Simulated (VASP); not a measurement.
# Sn (Fd-3m) in VASP: settings compared, part 2 of 2

VASP 6.6.1. Earlier steps stand in the parts before.

### 4 Single point, BLYP+D3(BJ)

This run uses another cell than the first one, of 35.85 Å³/atom, 1.018 times its volume.

Input file INCAR:

```
AGGAC = 1.0 ; AGGAX = 1.0
ALDAC = 0.0 ; ALDAX = 1.0
ALGO = Normal ; EDIFF = 1E-7
ENCUT = 520 ; GGA = B5
ISIF = 2 ; ISMEAR = -1
IVDW = 12 ; LASPH = T
LCHARG = F ; LREAL = F
LWAVE = F ; NBANDS = 21
NELM = 60 ; PREC = Accurate
SIGMA = 0.05 ; VDW_A1 = 0.4298
VDW_A2 = 4.2359 ; VDW_S6 = 1.0
VDW_S8 = 2.6996
```

Input file KPOINTS:

```
k-points
0
Gamma
  7 7 7
```

Input file POSCAR:

```
Sn
1.0
    0.0000000000      3.2974606193      3.2974606193
    3.2974606193      0.0000000000      3.2974606193
    3.2974606193      3.2974606193      0.0000000000
Sn
2
Direct
    0.7500000000      0.7500000000      0.7500000000
    0.5000000000      0.5000000000      0.5000000000
```

Potentials or basis: VASP PAW PBE potentials, release 64 (Sn_d).

Started as:

```sh
> cat potpaw_PBE.64/Sn_d/POTCAR > POTCAR
> mpirun -np 1 vasp_std > vasp.out
```

OUTCAR:

```text
EDIFF = 1E-7
   ENCUT = 520
   GGA = B5
   ISIF = 2
   ISMEAR = -1
   IVDW = 12
   LASPH = T
   LREAL = F
   NELM = 60
   PREC = Accurate
 IVDW          = 12

 ion  position               nearest neighbor table
   1  0.750  0.750  0.750-   2 2.86   2 2.86   2 2.86   2 2.86
   2  0.500  0.500  0.500-   1 2.86   1 2.86   1 2.86   1 2.86

  LATTYP: Found a face centered cubic cell.
 ALAT       =     6.5949212386

  Lattice vectors:

 A1 = (   0.0000000000,   3.2974606193,   3.2974606193)
 A2 = (   3.2974606193,   0.0000000000,   3.2974606193)
 A3 = (   3.2974606193,   3.2974606193,   0.0000000000)

Analysis of symmetry for initial positions (statically):
=====================================================================
 Subroutine PRICEL returns:
 Original cell was already a primitive cell.

 Routine SETGRP: Setting up the symmetry group for a
 face centered cubic supercell.

 Subroutine GETGRP returns: Found 48 space group operations
 (whereof 24 operations were pure point group operations)
 out of a pool of 48 trial point group operations.

The static configuration has the point symmetry T_d .
 The point group associated with its full space group is O_h .

Analysis of symmetry for dynamics (positions and initial velocities):
=====================================================================
 Subroutine PRICEL returns:
 Original cell was already a primitive cell.

 Routine SETGRP: Setting up the symmetry group for a
 face centered cubic supercell.

 Subroutine GETGRP returns: Found 48 space group operations
 (whereof 24 operations were pure point group operations)
 out of a pool of 48 trial point group operations.

The dynamic configuration has the point symmetry T_d .
 The point group associated with its full space group is O_h .

 Subroutine INISYM returns: Found 48 space group operations
 (whereof 24 operations are pure point group operations),
 and found     1 'primitive' translations
[... 103 lines left out ...]
   EMIN   =  10.00;   EMAX   =-10.00  energy-range for DOS
   EFERMI =   0.00;   METHOD = LEGACY
   ISMEAR =    -1;   SIGMA  =   0.05  broadening in eV -4-tet -1-fermi 0-gaus
   EFERMI_NEDOS =   21; number of points for ismear=-14 and -15
   IALGO  =     38    algorithm
   IMIX   =      4    mixing-type and parameters
     AMIX     =   0.40;   BMIX     =  1.00
     AMIX_MAG =   1.60;   BMIX_MAG =  1.00
  volume/ion in A,a.u.               =      35.85       241.96
  Fermi-wavevector in a.u.,A,eV,Ry     =   1.196569  2.261188 19.480527  1.431778
  Thomas-Fermi vector in A             =   2.332506
   LORBIT       =      0    0 simple, 1 ext, 2 COOP (PROOUT), +10 PAW based schemes
   GGA     = B5    functional components
   LHFCALC =     F    Hartree Fock is set to
   AEXX    =    0.0000 exact exchange contribution
   IVDW    =    12    specifies the selected vdW correction
   LEPSILON=     F    determine dielectric tensor
   LRPA    =     F    only Hartree local field effects (RPA)
 non-spin polarized calculation
  energy-cutoff  :      520.00
  volume of cell :       71.71
 maximum number of plane-waves:      1948
   NGX = 17   NGY = 17   NGZ = 17

 number of electron      27.9999989 magnetization

 Free energy of the ion-electron system (eV)
  ---------------------------------------------------
  ext. energy  EPLUGINS =         0.00000000
  ---------------------------------------------------
  free energy    TOTEN  =        -6.37353280 eV

  energy without entropy =       -6.37045739  energy(sigma->0) =       -6.37199509

 E-fermi :   5.4695     XC(G=0):  -8.1039

 val. band max:        5.3373893148   @ k =   0.1429   0.0000   0.0000
 cond. band min:       5.4930942887   @ k =   0.4286   0.0000   0.0000
 fundamental gap:      0.1557049739
 Fermi energy:         5.4695148283

 k-point     1 :       0.0000    0.0000    0.0000
  band No.  band energies     occupation
      1     -15.9813      2.00000
      2     -15.9813      2.00000
      3     -15.9813      2.00000
      4     -15.9248      2.00000
      5     -15.9248      2.00000
      6     -15.6527      2.00000
[... 469 lines left out ...]
     20      14.2093      0.00000
     21      15.7935      0.00000

------------------------ aborting loop because EDIFF is reached ----------------------------------------

 Edisp (eV)   -1.37987

 E8    (eV) :    -1.0609

  FORCE on cell =-STRESS in cart. coord.  units (eV):
  Direction    XX          YY          ZZ          XY          YZ          ZX
  --------------------------------------------------------------------------------------
  -------------------------------------------------------------------------------------
  Total      -0.01135    -0.01135    -0.01135     0.00000     0.00000     0.00000
  in kB      -0.25351    -0.25351    -0.25351     0.00000     0.00000     0.00000
  external pressure =       -0.25 kB  Pullay stress =        0.00 kB

 VOLUME and BASIS-vectors are now :
 -----------------------------------------------------------------------------
  energy-cutoff  :      520.00
  volume of cell :       71.71
      direct lattice vectors                 reciprocal lattice vectors
     0.000000000  3.297460619  3.297460619    -0.151631834  0.151631834  0.151631834
     3.297460619  0.000000000  3.297460619     0.151631834 -0.151631834  0.151631834
     3.297460619  3.297460619  0.000000000     0.151631834  0.151631834 -0.151631834

 POSITION                                       TOTAL-FORCE (eV/Angst)
 -----------------------------------------------------------------------------------
      4.94619      4.94619      4.94619        -0.000000     -0.000000     -0.000000
      3.29746      3.29746      3.29746         0.000000      0.000000      0.000000
 -----------------------------------------------------------------------------------
    total drift:                               -0.000000     -0.000000     -0.000000

  FREE ENERGIE OF THE ION-ELECTRON SYSTEM (eV)
  ---------------------------------------------------
  free  energy   TOTEN  =        -7.7534012331 eV

  energy  without entropy=       -7.7503258263  energy(sigma->0) =       -7.75186353
```

OSZICAR:

```text
N       E                     dE             d eps       ncg     rms          rms(c)
DAV:   1     0.231132003909E+03    0.23113E+03   -0.14793E+04   840   0.191E+03
DAV:   2     0.187905273487E+02   -0.21234E+03   -0.20832E+03   850   0.443E+02
DAV:   3    -0.564087469229E+01   -0.24431E+02   -0.24311E+02   980   0.141E+02
DAV:   4    -0.643871623153E+01   -0.79784E+00   -0.79728E+00   945   0.288E+01
DAV:   5    -0.646759244925E+01   -0.28876E-01   -0.28875E-01  1246   0.528E+00    0.299E+00
DAV:   6    -0.640294988414E+01    0.64643E-01   -0.42650E-02  1130   0.272E+00    0.170E+00
DAV:   7    -0.637200606285E+01    0.30944E-01   -0.63450E-02   895   0.271E+00    0.194E-01
DAV:   8    -0.637326644391E+01   -0.12604E-02   -0.78446E-03   953   0.105E+00    0.576E-02
DAV:   9    -0.637353002773E+01   -0.26358E-03   -0.43419E-04  1058   0.192E-01    0.135E-02
DAV:  10    -0.637353101488E+01   -0.98715E-06   -0.14701E-05  1061   0.304E-02    0.469E-03
DAV:  11    -0.637353272880E+01   -0.17139E-05   -0.19820E-06   839   0.859E-03    0.586E-04
DAV:  12    -0.637353279655E+01   -0.67745E-07   -0.93839E-08   782   0.250E-03
   1 F= -.77534012E+01 E0= -.77518635E+01  d E =-.307541E-02
```

stdout:

```text
POSCAR found type information on POSCAR Sn
 POSCAR found :  1 types and       2 ions
 scaLAPACK will be used
 -----------------------------------------------------------------------------
|                                                                             |
|                                                                             |
|     You enforced a specific xc type in the INCAR file but a different       |
|     I HOPE YOU KNOW WHAT YOU ARE DOING!                                     |
|                                                                             |
 -----------------------------------------------------------------------------

 LDA part: xc-table for (Slater(with rela. corr.)+VWN5), standard interpolation
 POSCAR, INCAR and KPOINTS ok, starting setup
 FFT: planning ... GRIDC
 FFT: planning ... GRID_SOFT
 FFT: planning ... GRID
 WAVECAR not read
 entering main loop
```

Wall time 25 s (1 thread of Intel Xeon Platinum 8559C (Emerald Rapids), shared host); peak memory 0.21 GiB.

Results:

* Free energy: -7.7534 eV
* Pressure: 0.0 GPa
* Band gap on the k mesh: zero (band 14 reaches 5.66 eV, above the bottom of band 15 at 5.49 eV)
* Dispersion energy per atom: -0.690 eV

Caveat: the PAW data sets were made with another functional, which shifts forces and pressure a little; spin-orbit coupling is left out, which moves the levels of the heavy elements; pairwise dispersion overbinds metals, which lowers pressure and volume.

### 5 Summary

| level | cell | gap on the mesh (eV) | pressure (GPa) |
| --- | --- | --- | --- |
| revPBE+D3(BJ) | a = 4.635 Å, angles 60.0°, 2 atoms | none | 0.0 |
| revPBE+D4 | a = 4.645 Å, angles 60.0°, 2 atoms | none | 0.0 |
| BLYP+D3(BJ) | a = 4.663 Å, angles 60.0°, 2 atoms | none | 0.0 |

Alike in all rows: task single point; potentials or basis VASP PAW PBE potentials, release 64 (Sn_d); no spin polarisation; k mesh 7 × 7 × 7; cutoff (eV) 520; smearing fermi-dirac 0.05 eV.

Caveats: the PAW data sets were made with another functional, which shifts forces and pressure a little; spin-orbit coupling is left out, which moves the levels of the heavy elements; pairwise dispersion overbinds metals, which lowers pressure and volume.

Absolute energies hang on the potentials; compare differences alone.
